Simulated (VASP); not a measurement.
Wanted: the native input for a VASP 6.6.1 run.

| Property | Result |
| --- | --- |
| Task | electric field gradients |
| Functional | PBE |
| Potentials or basis | VASP PAW PBE potentials, release 64 (Sr_sv) |
| Cutoff | 520 eV |
| k mesh | 9 × 9 × 5 |
| Occupations | fermi-dirac, width 0.03 eV |
| Spin | no spin polarisation |
| Dipole correction | no |
| Further INCAR settings | ALGO = Normal; EDIFF = 1e-08; NBANDS = 17 |

The structure of Sr lies in POSCAR:

```
Sr
1.0
    4.2886105094      0.0000000000      0.0000000000
   -2.1443052547      3.7140456480      0.0000000000
    0.0000000000      0.0000000000      7.1205000000
Sr
2
Direct
    0.3333333333      0.6666666667      0.2500000000
    0.6666666667      0.3333333333      0.7500000000
```

This isn't the form of Sr at room conditions, which is fcc.

This cell differs from its parent crystal: z stretched by +1 % at fixed volume.

The input as run:

INCAR

```
PREC = Accurate
ENCUT = 520
EDIFF = 1E-8
ISMEAR = -1
SIGMA = 0.03
LREAL = False
LASPH = True
NELM = 80
ALGO = Normal
ISIF = 2
LWAVE = False
LCHARG = False
GGA = PE
LEFG = True
NBANDS = 17
```

KPOINTS

```
Automatic mesh
0
Gamma
  9 9 5
```

Potentials or basis: VASP PAW PBE potentials, release 64 (Sr_sv).

Command:

```sh
$ cat potpaw_PBE.64/Sr_sv/POTCAR > POTCAR
$ mpirun -np 1 vasp_std > vasp.out
```

It gave:

```yaml
Pressure: -0.2 GPa
Band_gap_on_the_k_mesh: zero (bands 10 and 11 overlap by 0.23 eV)
Largest_electric_field_gradient_by_atom: Sr -8.0 V/Å²
```

Caveat: without QUAD_EFG the Cq values of the log hold for a quadrupole moment of 1 mb, not for the nuclei.

It took 29 s on 1 thread of AMD EPYC 9R45 96-Core Processor (Zen 5), with other jobs on the host, peak memory 0.21 GiB.
